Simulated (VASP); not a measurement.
Write the native input for VASP 6.6.1 that does the following.

```
Task                   : single point
Functional             : r2SCAN
Potentials or basis    : VASP PAW PBE potentials, release 64 (Pb_d)
Cutoff                 : 520 eV
k mesh                 : 4 × 4 × 4
Occupations            : gaussian, width 0.1 eV
Spin                   : no spin polarisation
Dipole correction      : no
Further INCAR settings : ALGO = Normal; EDIFF = 1e-07; NBANDS = 36
```

Pb:

```
CELL_PARAMETERS angstrom
2.68139 -4.54446 0.00000
2.68139 4.54446 0.00000
0.00000 0.00000 5.36992
ATOMIC_POSITIONS crystal
Pb 0.15250 0.84750 0.07850
Pb 0.65250 0.34750 0.42150
Pb 0.84750 0.15250 0.92150
Pb 0.34750 0.65250 0.57850
```

These files were run (other wordings do the same):

POSCAR

```
Pb
1.0
    2.6813915012     -4.5444613361      0.0000000000
    2.6813915012      4.5444613361      0.0000000000
    0.0000000000      0.0000000000      5.3699164181
Pb
4
Direct
    0.1525000000      0.8475000000      0.0785000000
    0.6525000000      0.3475000000      0.4215000000
    0.8475000000      0.1525000000      0.9215000000
    0.3475000000      0.6525000000      0.5785000000
```

INCAR.step1

```
PREC = Accurate ; ENCUT = 520
ISMEAR = 0 ; SIGMA = 0.1
LREAL = F ; LASPH = T
NELM = 60 ; NBANDS = 36
GGA = PE ; ALGO = Normal
EDIFF = 1E-4 ; LWAVE = T
LCHARG = F
```

INCAR.step2

```
PREC = Accurate ; ENCUT = 520
EDIFF = 1E-7 ; ISMEAR = 0
SIGMA = 0.1 ; LREAL = F
LASPH = T ; NELM = 60
ALGO = Normal ; ISIF = 2
LWAVE = F ; LCHARG = F
METAGGA = R2SCAN ; LMIXTAU = T
NBANDS = 36 ; ISTART = 1
```

KPOINTS

```
regular mesh
0
Gamma
  4 4 4
```

Potentials or basis: VASP PAW PBE potentials, release 64 (Pb_d).

The run is started by

```bash
$ cat potpaw_PBE.64/Pb_d/POTCAR > POTCAR
$ cp INCAR.step1 INCAR
$ mpirun -np 1 vasp_std > vasp.out
$ cp INCAR.step2 INCAR
$ mpirun -np 1 vasp_std > vasp.out
```

Results of the run:

| Quantity | Value |
| --- | --- |
| Pressure | 4.8 GPa |
| Largest force | 0.819 eV/Å |
| Band gap on the k mesh | zero (bands 28 and 29 overlap by 1.21 eV) |

Caveat: the cell stands under pressure; the PAW data sets were made with another functional, which shifts forces and pressure a little; spin-orbit coupling is left out, which moves the levels of the heavy elements.

It took 3.1 min on 1 thread of Intel(R) Xeon(R) Platinum 8488C (Sapphire Rapids), on a shared host, peak memory 0.28 GiB.
